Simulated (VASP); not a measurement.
The system is C.

```
CELL_PARAMETERS angstrom
2.46400 0.00000 0.00000
-1.23200 2.13389 0.00000
0.00000 0.00000 6.71100
ATOMIC_POSITIONS crystal
C 0.00000 0.00000 0.25000
C 0.00000 0.00000 0.75000
C 0.33333 0.66667 0.25000
C 0.66667 0.33333 0.75000
```

```yaml
Program: VASP 6.6.1
Task: relaxation of cell and atoms
Functional: LDA
Potentials_or_basis: VASP PAW LDA potentials, release 64 (C)
Cutoff: 600 eV
k_mesh: 8 × 8 × 3
Occupations: fermi-dirac, width 0.05 eV
Spin: no spin polarisation
```

At the start: pressure -6.3 GPa; volume 8.82 Å³/atom.

Question: How do energy, volume and symmetry change on relaxing?

Answer: Over 14 steps the energy falls by 4.3 meV/atom and the volume is 8.45 Å³/atom (-4.2 %); space group P6_3/mmc (No. 194, to 0.05 Å).

The path:
```csv
step,energy change (eV),largest force (eV/Å),pressure (GPa),volume (Å³)
1,0.0000,0.0000,-6.26,35.29
2,0.0680,0.0000,15.40,33.55
3,-0.0145,0.0000,-0.38,34.77
4,-0.0145,0.0000,-0.25,34.76
5,-0.0145,0.0000,-0.13,34.75
6,-0.0148,0.0000,-0.11,34.68
7,-0.0157,0.0000,-0.05,34.48
8,-0.0169,0.0000,0.08,34.08
9,-0.0165,0.0000,0.43,33.29
10,-0.0173,0.0000,0.27,33.74
11,-0.0173,0.0000,0.18,33.80
12,-0.0173,0.0000,0.25,33.77
13,-0.0152,0.0000,-2.42,33.94
14,-0.0173,0.0000,-0.01,33.79
```

Final structure:
```yaml
crystal:
  lattice:
    - [2.44608, 0.00000, 0.00000]
    - [-1.22304, 2.11836, 0.00000]
    - [0.00000, 0.00000, 6.52058]
  atoms:
    - { symbol: C, position: [0.00000, 0.00000, 0.25000] }
    - { symbol: C, position: [0.00000, 0.00000, 0.75000] }
    - { symbol: C, position: [0.33333, 0.66667, 0.25000] }
    - { symbol: C, position: [0.66667, 0.33333, 0.75000] }
```
